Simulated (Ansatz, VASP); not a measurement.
## One calculation of W2Cl3, two programs

INCAR

```
SYSTEM = W2Cl3
  PREC = Accurate
  ENCUT = 600
  EDIFF = 1E-6
  ISMEAR = 0
  SIGMA = 0.2
  LREAL = .FALSE.
  LASPH = .TRUE.
  NELM = 60
  ALGO = Normal
  ISIF = 3
  LWAVE = .FALSE.
  LCHARG = .FALSE.
  GGA = PE
  IBRION = 2
  NSW = 36
  EDIFFG = -0.08
```

File KPOINTS:

```
regular mesh
0
G
  4 4 3
  0 0 0
```

File POSCAR:

```
W2Cl3
1.0
    5.0022571900      0.0000000000      0.0000000000
   -2.5011286000      4.3320818000      0.0000000000
    0.0000000000      0.0000000000      5.4525206800
W Cl
2 3
Direct
    0.0000000000      0.0000000000      0.7555454700
    0.0000000000      0.0000000000      0.2444545300
    0.5000000000      0.0000000000      0.5000000000
    0.0000000000      0.5000000000      0.5000000000
    0.5000000000      0.5000000000      0.5000000000
```

Input for Ansatz:

```yaml
crystal:
  lattice:
    - [5.00225719, 0.0, 0.0]
    - [-2.5011286, 4.3320818, 0.0]
    - [0.0, 0.0, 5.45252068]
  atoms:
    - { symbol: W, position: [0.0, 0.0, 0.75554547] }
    - { symbol: W, position: [0.0, 0.0, 0.24445453] }
    - { symbol: Cl, position: [0.5, 0.0, 0.5] }
    - { symbol: Cl, position: [0.0, 0.5, 0.5] }
    - { symbol: Cl, position: [0.5, 0.5, 0.5] }
basis:
  ecutwfc: 420
kpoints:
  mp_grid: { grid: [4, 4, 3] }
hamiltonian:
  xc: pbe
scf:
  occupations: { method: gaussian, width: 0.2 }
  lower_state_search: "off"
output:
  forces: true
  stress: true
  eigenvalues: true
relax:
  adjacent_minimum: "off"
  f_tol: 0.08
  max_steps: 16
  cell: { stress_tol: 0.8 }
```

Alike in both runs: task relaxation of cell and atoms; functional PBE; k mesh 4 × 4 × 3; occupations gaussian, width 0.2 eV; no spin polarisation.

```csv
,VASP,Ansatz
version,VASP 6.6.1,Ansatz 0.2.0
potentials or method,"VASP PAW PBE potentials, release 64 (W_sv, Cl), cutoff 600 eV","scalar-relativistic, plane waves, PAW"
valence electrons in the cell,49,49
```

|  | VASP | Ansatz | Ansatz less VASP |
| --- | --- | --- | --- |
| gap on the k mesh at the Fermi level, each at its own relaxed structure (eV) | none | none | - |
| relaxed volume (Å³/atom) | 26.41 | 26.41 | -0.006 |
| relaxed cell length with the largest relative difference (Å) | 4.771 | 4.779 | +0.0082 |

A gap of «none» marks a metal or a gap that the smearing closes.

The k mesh is coarse, so the values compare programs but aren't converged. Neither program's run includes spin-orbit coupling.
